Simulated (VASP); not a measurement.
Write the native input for VASP 6.6.1 that does the following.

```
Task                   : single point
Functional             : PBE
Potentials or basis    : VASP PAW PBE potentials, release 64 (Zr_sv, C)
Cutoff                 : 600 eV
k mesh                 : 6 × 6 × 6
Occupations            : gaussian, width 0.1 eV
Spin                   : no spin polarisation
Dipole correction      : no
Further INCAR settings : ALGO = Normal; EDIFF = 1e-06; NBANDS = 15
```

The structure of ZrC lies in POSCAR:

```
ZrC
1.0
    0.0000000000      2.3533605385      2.3533605385
    2.3533605385      0.0000000000      2.3533605385
    2.3533605385      2.3533605385      0.0000000000
Zr C
1 1
Direct
    0.5000000000      0.5000000000      0.5000000000
    0.0000000000      0.0000000000      0.0000000000
```

One way to write it, as run:

INCAR

```
  ALGO = Normal
  EDIFF = 1E-6
  ENCUT = 600
  GGA = PE
  GGA_COMPAT = False
  ISIF = 2
  ISMEAR = 0
  LASPH = True
  LCHARG = False
  LREAL = False
  LWAVE = False
  NBANDS = 15
  NELM = 120
  PREC = Accurate
  SIGMA = 0.1
```

KPOINTS

```
k-points
0
Gamma
  6 6 6
```

Potentials or basis: VASP PAW PBE potentials, release 64 (Zr_sv, C).

Run with:

```console
$ cat potpaw_PBE.64/Zr_sv/POTCAR potpaw_PBE.64/C/POTCAR > POTCAR
$ mpirun -np 1 vasp_std > vasp.out
```

It gave:

The pressure is 0.5 GPa and the band gap on the k mesh is zero (band 8 reaches 10.51 eV, above the bottom of band 9 at 9.32 eV).

Caveat: the k points lie up to 0.39 Å⁻¹ apart.

It took 15 s on 1 thread of Intel Xeon 8259CL, on a shared host, peak memory 0.16 GiB.
